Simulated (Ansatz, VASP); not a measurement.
## KTaO3 in VASP and in Ansatz

The input INCAR:

```
  PREC = Accurate
  ENCUT = 520
  EDIFF = 1E-6
  ISMEAR = 0
  SIGMA = 0.05
  LREAL = False
  LASPH = True
  NELM = 80
  ALGO = Normal
  ISIF = 2
  LWAVE = False
  LCHARG = False
  GGA = PS
  NBANDS = 27
```

The input KPOINTS:

```
Automatic mesh
0
Gamma
  8 8 8
```

The input POSCAR:

```
KTaO3
1.0
    4.0737349133      0.0000000000      0.0000000000
    0.0000000000      4.0737349133      0.0000000000
    0.0000000000      0.0000000000      3.6109586272
K Ta O
1 1 3
Direct
    0.5000000000      0.5000000000      0.5000000000
    0.0000000000      0.0000000000      0.0000000000
    0.5000000000      0.0000000000      0.0000000000
    0.0000000000      0.5000000000      0.0000000000
    0.0000000000      0.0000000000      0.5000000000
```

Input for Ansatz:

```yaml
crystal:
  lattice:
    - [4.0737349133, 0.0, 0.0]
    - [0.0, 4.0737349133, 0.0]
    - [0.0, 0.0, 3.6109586272]
  atoms:
    - { symbol: K, position: [0.5, 0.5, 0.5] }
    - { symbol: Ta, position: [0.0, 0.0, 0.0] }
    - { symbol: O, position: [0.5, 0.0, 0.0] }
    - { symbol: O, position: [0.0, 0.5, 0.0] }
    - { symbol: O, position: [0.0, 0.0, 0.5] }
basis:
  ecutwfc: 520.0
kpoints:
  mp_grid: { grid: [8, 8, 8] }
hamiltonian:
  xc: pbesol
  pseudopotentials: { kind: paw }
scf:
  occupations: { method: gaussian, width: 0.05 }
output:
  forces: true
  stress: true
  eigenvalues: true
```

Alike in both runs: task single point; functional PBEsol; k mesh 8 × 8 × 8; occupations gaussian, width 0.05 eV; no spin polarisation.

|  | VASP | Ansatz |
| --- | --- | --- |
| version | VASP 6.6.1 | Ansatz 0.2.0 |
| potentials or method | VASP PAW PBE potentials, release 64 (K_sv, Ta_pv, O), cutoff 520 eV | scalar-relativistic, plane waves, PAW |
| valence electrons in the cell | 38 | 40 |

|  | VASP | Ansatz | Ansatz less VASP |
| --- | --- | --- | --- |
| gap on the k mesh at the Fermi level (eV) | 1.96 | 2.01 | +0.047 |
| least direct gap on the mesh (eV) | 2.36 | 2.42 | +0.053 |
| pressure (GPa) | 20.5 | 19.4 | -1.13 |
| traceless stress, the component that is largest in VASP (GPa) | 45.84 | 45.05 | -0.790 |

VASP's potentials were made for PBE, not for PBEsol. VASP's potentials hold 38 valence electrons a cell and Ansatz's 40, so a difference there can come from the potentials and not from the codes.

Spin-orbit coupling is off throughout.
